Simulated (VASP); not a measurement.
Runs of VASP 6.6.1 on SiC. The structure is that of space group P6_3mc (No. 186), or close to it. The cells are those of the table. 

| cell | gap on the mesh (eV) | pressure (GPa) | largest force (eV/Å) |
| --- | --- | --- | --- |
| a = 2.995, b = 2.995, c = 5.076 Å, angles 90.0, 90.0, 120.0°, 4 atoms | (b) | (c) | 0.34 |
| a = 2.995, b = 2.995, c = 5.038 Å, angles 90.0, 90.0, 120.0°, 4 atoms | (a) | 9.4 | - |
| a = 3.072, b = 3.072, c = 5.010 Å, angles 90.0, 90.0, 120.0°, 4 atoms | 2.44 | -1.6 | - |
| a = 3.117, b = 3.117, c = 4.956 Å, angles 90.0, 90.0, 120.0°, 4 atoms | 2.43 | -5.4 | 0.33 |
| a = 3.072, b = 3.072, c = 5.001 Å, angles 90.0, 90.0, 120.0°, 4 atoms | 2.42 | (d) | 0.09 |

Alike in all rows: task single point; level LDA; potentials or basis VASP PAW LDA potentials, release 64 (Si, C); no spin polarisation; k mesh 8 × 8 × 4; cutoff (eV) 520; smearing gaussian 0.01 eV.

Question: Fill in the values left out.

Answer: (a) 2.12; (b) 2.21; (c) 7.8; (d) -1.2.

A k mesh can miss the band edges.
